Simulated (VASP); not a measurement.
Write the native input for VASP 6.6.1 that does the following.

```
Task                   : single point
Functional             : r2SCAN
Potentials or basis    : VASP PAW PBE potentials, release 64 (Cu)
Cutoff                 : 520 eV
k mesh                 : 25 × 25 × 25
Occupations            : fermi-dirac, width 0.1 eV
Spin                   : no spin polarisation
Dipole correction      : no
Further INCAR settings : ALGO = Normal; EDIFF = 1e-07; NBANDS = 12
```

Crystal: Cu.

```
Cu
1.0
     0.00000    1.81166    1.81166
     1.81166    0.00000    1.81166
     1.81166    1.81166    0.00000
Cu
1
Direct
  0.00000 0.00000 0.00000
```

These files were run (other wordings do the same):

POSCAR

```
Cu
1.0
    0.0000000000      1.8116631974      1.8116631974
    1.8116631974      0.0000000000      1.8116631974
    1.8116631974      1.8116631974      0.0000000000
Cu
1
Direct
    0.0000000000      0.0000000000      0.0000000000
```

INCAR.step1

```
SYSTEM = Cu
  ALGO = Normal
  EDIFF = 1E-4
  ENCUT = 520
  GGA = PE
  ISMEAR = -1
  LASPH = .True.
  LCHARG = .False.
  LREAL = .False.
  LWAVE = .True.
  NBANDS = 12
  NELM = 100
  PREC = Accurate
  SIGMA = 0.1
```

INCAR.step2

```
SYSTEM = Cu
  ALGO = Normal
  EDIFF = 1E-7
  ENCUT = 520
  ISIF = 2
  ISMEAR = -1
  ISTART = 1
  LASPH = .True.
  LCHARG = .True.
  LELF = .True.
  LMIXTAU = .True.
  LREAL = .False.
  LVHAR = .True.
  LWAVE = .False.
  METAGGA = R2SCAN
  NBANDS = 12
  NELM = 100
  PREC = Accurate
  SIGMA = 0.1
```

KPOINTS

```
k-points
0
Gamma
  25 25 25
  0 0 0
```

Potentials or basis: VASP PAW PBE potentials, release 64 (Cu).

Run with:

```console
$ cat potpaw_PBE.64/Cu/POTCAR > POTCAR
$ cp INCAR.step1 INCAR
$ mpirun -np 1 vasp_std > vasp.out
$ cp INCAR.step2 INCAR
$ mpirun -np 1 vasp_std > vasp.out
```

Results of the run:

```
Pressure               : -5.1 GPa
Band gap on the k mesh : zero (an odd number of electrons rules out a gap without spin polarisation)
```

Caveat: the cell stands under tension; the PAW data sets were made with another functional, which shifts forces and pressure a little.

Wall time 3.4 min on 1 thread of Intel(R) Xeon(R) Platinum 8375C CPU @ 2.90GHz (Ice Lake), with other jobs on the host, peak memory 0.18 GiB.
